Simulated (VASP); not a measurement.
# NaCl (F-43m) in VASP: further runs, part 2 of 2

VASP 6.6.1. The steps go on from the part before.

## 4. Single point, LDA

INCAR reads:

```
SYSTEM = NaCl
ALGO     = Normal         ! electronic algorithm
EDIFF    = 1E-7           ! SCF threshold, eV
ENCUT    = 520            ! plane-wave cutoff, eV
ISIF     = 2              ! what is computed and relaxed
ISMEAR   = 0              ! smearing method
LASPH    = .True.         ! aspherical terms in the spheres
LCHARG   = .False.        ! write CHGCAR
LREAL    = .False.        ! projectors in reciprocal space
LWAVE    = .False.        ! write WAVECAR
NBANDS   = 14             ! bands
NELM     = 100            ! most SCF steps
PREC     = Accurate       ! precision mode
SIGMA    = 0.01           ! smearing width, eV
```

KPOINTS reads:

```
k-points
0
Gamma
  8 8 8
  0 0 0
```

POSCAR reads:

```
NaCl
1.0
    0.0000000000      3.0872727859      3.0872727859
    3.0872727859      0.0000000000      3.0872727859
    3.0872727859      3.0872727859      0.0000000000
Na Cl
1 1
Direct
    0.0000000000      0.0000000000      0.0000000000
    0.2500000000      0.2500000000      0.2500000000
```

Potentials or basis: VASP PAW LDA potentials, release 64 (Na_pv, Cl).

The run is started by

```
$ cat potpaw_LDA.64/Na_pv/POTCAR potpaw_LDA.64/Cl/POTCAR > POTCAR
$ mpirun -np 1 vasp_std > vasp.out
```

Wall time 27 s (1 thread of AMD EPYC 7R13, shared host); peak memory 0.12 GiB.

Results (log left out):

```yaml
Free_energy: -7.1044 eV
Pressure: -1.3 GPa
Band_gap_on_the_k_mesh: 4.55 eV
```

Levels at points of the mesh, in eV from the valence-band top:
| k point | band 4 | band 5 | band 6 | band 7 | band 8 | band 9 | band 10 | band 11 |
| --- | --- | --- | --- | --- | --- | --- | --- | --- |
| (0.00, 0.00, 0.00) | -12.03 | 0.00 | 0.00 | 0.00 | 4.55 | 10.94 | 10.94 | 10.94 |
| (0.50, 0.00, 0.00) | -11.87 | -1.13 | -0.10 | -0.10 | 7.22 | 8.54 | 10.37 | 10.37 |
| (0.50, 0.50, 0.00) | -11.82 | -1.02 | -0.32 | -0.32 | 6.65 | 8.75 | 10.26 | 12.77 |

Caveat: the structure was generated, so it needn't be the stable form of NaCl.

## 5. Single point, PBE

This run uses another cell than the first one, of 30.56 Å³/atom.

INCAR reads:

```
SYSTEM = NaCl
ALGO = Normal ; EDIFF = 1E-6
ENCUT = 520 ; GGA = PE
ISIF = 2 ; ISMEAR = -1
LASPH = .True. ; LCHARG = .False.
LREAL = .False. ; LWAVE = .False.
NBANDS = 14 ; NELM = 80
PREC = Accurate ; SIGMA = 0.02
```

KPOINTS is that of step 4.

POSCAR reads:

```
NaCl
1.0
    0.0000000000      3.1264791970      3.1264791970
    3.1264791970      0.0000000000      3.1264791970
    3.1264791970      3.1264791970      0.0000000000
Na Cl
1 1
Direct
    0.0000000000      0.0000000000      0.0000000000
    0.2500000000      0.2500000000      0.2500000000
```

Potentials or basis: VASP PAW PBE potentials, release 64 (Na_pv, Cl).

The run is started by

```
$ cat potpaw_PBE.64/Na_pv/POTCAR potpaw_PBE.64/Cl/POTCAR > POTCAR
$ mpirun -np 1 vasp_std > vasp.out
```

It took 55 s on 1 thread of AMD EPYC 7R13, shared host; peak memory 0.17 GiB.

Results (log left out):

```yaml
Free_energy: -6.6430 eV
Pressure: 0.0 GPa
Band_gap_on_the_k_mesh: 4.85 eV
```

Levels at points of the mesh, in eV from the valence-band top:
| k point | band 3 | band 4 | band 5 | band 6 | band 7 | band 8 | band 9 | band 10 | band 11 | band 12 |
| --- | --- | --- | --- | --- | --- | --- | --- | --- | --- | --- |
| (0.00, 0.00, 0.00) | -20.70 | -12.08 | 0.00 | 0.00 | 0.00 | 4.85 | 11.10 | 11.10 | 11.10 | 12.89 |
| (0.50, 0.00, 0.00) | -20.70 | -11.95 | -1.00 | -0.09 | -0.09 | 7.46 | 8.74 | 10.57 | 10.57 | 14.11 |
| (0.50, 0.50, 0.00) | -20.70 | -11.91 | -0.91 | -0.28 | -0.28 | 7.01 | 9.00 | 10.33 | 12.90 | 12.90 |

Caveat: the structure was generated, so it needn't be the stable form of NaCl. A k mesh can miss the band edges.

## 6. Single point, r2SCAN

POSCAR reads:

```
NaCl
1.0
    0.0000000000      3.0872727859      3.0872727859
    3.0872727859      0.0000000000      3.0872727859
    3.0872727859      3.0872727859      0.0000000000
Na Cl
1 1
Direct
    0.0000000000      0.0000000000      0.0000000000
    0.2500000000      0.2500000000      0.2500000000
```

INCAR.step1 reads:

```
SYSTEM = NaCl
PREC = Accurate
ENCUT = 520
ISMEAR = 0
SIGMA = 0.01
LREAL = .FALSE.
LASPH = .TRUE.
NELM = 80
NBANDS = 14
GGA = PE
ALGO = Normal
EDIFF = 1E-4
LWAVE = .TRUE.
LCHARG = .FALSE.
```

INCAR.step2 reads:

```
SYSTEM = NaCl
PREC = Accurate
ENCUT = 520
EDIFF = 1E-7
ISMEAR = 0
SIGMA = 0.01
LREAL = .FALSE.
LASPH = .TRUE.
NELM = 80
ALGO = Normal
ISIF = 2
LWAVE = .FALSE.
LCHARG = .FALSE.
METAGGA = R2SCAN
LMIXTAU = .TRUE.
NBANDS = 14
ISTART = 1
```

KPOINTS reads:

```
Automatic mesh
0
G
  8 8 8
  0 0 0
```

Potentials or basis: VASP PAW PBE potentials, release 64 (Na_pv, Cl).

The run is started by

```
$ cat potpaw_PBE.64/Na_pv/POTCAR potpaw_PBE.64/Cl/POTCAR > POTCAR
$ cp INCAR.step1 INCAR
$ mpirun -np 1 vasp_std > vasp.out
$ cp INCAR.step2 INCAR
$ mpirun -np 1 vasp_std > vasp.out
```

It took 3.1 min on 1 thread of AMD EPYC 7R13, shared host; peak memory 0.16 GiB.

The run converged. Its results:

```
Free energy            : -13.5619 eV
Pressure               : -0.1 GPa
Band gap on the k mesh : 5.57 eV
```

Levels at points of the mesh, in eV from the valence-band top:
| k point | band 3 | band 4 | band 5 | band 6 | band 7 | band 8 | band 9 | band 10 | band 11 | band 12 |
| --- | --- | --- | --- | --- | --- | --- | --- | --- | --- | --- |
| (0.00, 0.00, 0.00) | -21.29 | -12.66 | 0.00 | 0.00 | 0.00 | 5.57 | 12.07 | 12.07 | 12.07 | 13.73 |
| (0.50, 0.00, 0.00) | -21.30 | -12.52 | -1.04 | -0.09 | -0.09 | 8.34 | 9.47 | 11.36 | 11.36 | 15.18 |
| (0.50, 0.50, 0.00) | -21.30 | -12.47 | -0.94 | -0.30 | -0.30 | 7.49 | 9.80 | 11.59 | 14.07 | 14.07 |

Caveat: the structure was generated, so it needn't be the stable form of NaCl; the PAW data sets were made with another functional, which shifts forces and pressure a little. A k mesh can miss the band edges.

## 7. Summary

```csv
level,potentials or basis,cell,k mesh,smearing,gap on the mesh (eV),pressure (GPa)
r2SCAN,"VASP PAW PBE potentials, release 64 (Na_pv, Cl)","a = 4.366 Å, angles 60.0°, 2 atoms",6 × 6 × 6,fermi-dirac 0.02 eV,5.57,-0.1
PBE,"VASP PAW PBE potentials, release 64 (Na_pv, Cl)","a = 4.366 Å, angles 60.0°, 2 atoms",8 × 8 × 8,fermi-dirac 0.02 eV,4.94,0.7
LDA,"VASP PAW LDA potentials, release 64 (Na_pv, Cl)","a = 4.366 Å, angles 60.0°, 2 atoms",8 × 8 × 8,gaussian 0.01 eV,4.55,-1.3
PBE,"VASP PAW PBE potentials, release 64 (Na_pv, Cl)","a = 4.422 Å, angles 60.0°, 2 atoms",8 × 8 × 8,fermi-dirac 0.02 eV,4.85,0.0
r2SCAN,"VASP PAW PBE potentials, release 64 (Na_pv, Cl)","a = 4.366 Å, angles 60.0°, 2 atoms",8 × 8 × 8,gaussian 0.01 eV,5.57,-0.1
```

Alike in all rows: task single point; no spin polarisation; cutoff (eV) 520.

Caveats: the structure was generated, so it needn't be the stable form of NaCl; the PAW data sets were made with another functional, which shifts forces and pressure a little (at least some runs).

Total energies depend on the potentials used, so only differences within one code and one set of settings carry meaning.
